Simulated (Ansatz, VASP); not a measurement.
**Two plane-wave programs on TaN**

The input INCAR:

```
PREC = Accurate
ENCUT = 520
EDIFF = 1E-6
ISMEAR = 0
SIGMA = 0.15
LREAL = False
LASPH = True
NELM = 80
ALGO = Normal
ISIF = 2
LWAVE = False
LCHARG = False
GGA = PS
NBANDS = 24
```

The input KPOINTS:

```
Automatic mesh
0
Gamma
  15 15 8
```

Contents of POSCAR:

```
TaN
1.0
    2.8891806446      0.0000000000      0.0000000000
   -1.4445903223      2.5021038344      0.0000000000
    0.0000000000      0.0000000000      5.8600190937
Ta N
2 2
Direct
   -0.0447475441     -0.0567522411      0.0000000000
    0.0447475441      0.0567522411      0.5000000000
    0.3333333333      0.6666666667      0.2500000000
    0.6666666667      0.3333333333      0.7500000000
```

Input for Ansatz:

```yaml
crystal:
  lattice:
    - [2.8891806446, 0.0, 0.0]
    - [-1.4445903223, 2.5021038344, 0.0]
    - [0.0, 0.0, 5.8600190937]
  atoms:
    - { symbol: Ta, position: [-0.0447475441, -0.0567522411, 0.0] }
    - { symbol: Ta, position: [0.0447475441, 0.0567522411, 0.5] }
    - { symbol: "N", position: [0.3333333333, 0.6666666667, 0.25] }
    - { symbol: "N", position: [0.6666666667, 0.3333333333, 0.75] }
basis:
  ecutwfc: 520.0
kpoints:
  mp_grid: { grid: [15, 15, 8] }
hamiltonian:
  xc: pbesol
  pseudopotentials: { kind: paw, azcp: { folder: soft_1 } }
scf:
  occupations: { method: gaussian, width: 0.15 }
output:
  forces: true
  stress: true
  eigenvalues: true
  write_density: true
  write_potential: true
  elf: true
  volumetric_format: npy
```

Change from the starting cell: mode 4 frozen in at -0.047 Å and mode 5 at -0.142 Å (largest displacements).

Alike in both runs: task single point; functional PBEsol; k mesh 15 × 15 × 8; occupations gaussian, width 0.15 eV; no spin polarisation.

```csv
,VASP,Ansatz
version,VASP 6.6.1,Ansatz 0.2.0
potentials or method,"VASP PAW PBE potentials, release 64 (Ta_pv, N), cutoff 520 eV","scalar-relativistic, plane waves, PAW"
valence electrons in the cell,32,36
```

|  | VASP | Ansatz | Ansatz less VASP |
| --- | --- | --- | --- |
| gap on the k mesh at the Fermi level (eV) | none | none | - |
| pressure (GPa) | 4.7 | 3.7 | -1.04 |
| traceless stress, the component that is largest in VASP (GPa) | 2.19 | 2.05 | -0.142 |
| rms of the force components (eV/Å) | 0.865 | 0.859 | -0.0060 |

VASP's potentials were made for PBE, not for PBEsol, and Ansatz warns of the same on its side. Atom by atom the forces differ by 0.006 eV/Å (rms over components). A gap of «none» marks a metal or a gap that the smearing closes. VASP's potentials hold 32 valence electrons a cell and Ansatz's 36, so a difference there can come from the potentials and not from the codes.

Neither program's run includes spin-orbit coupling.
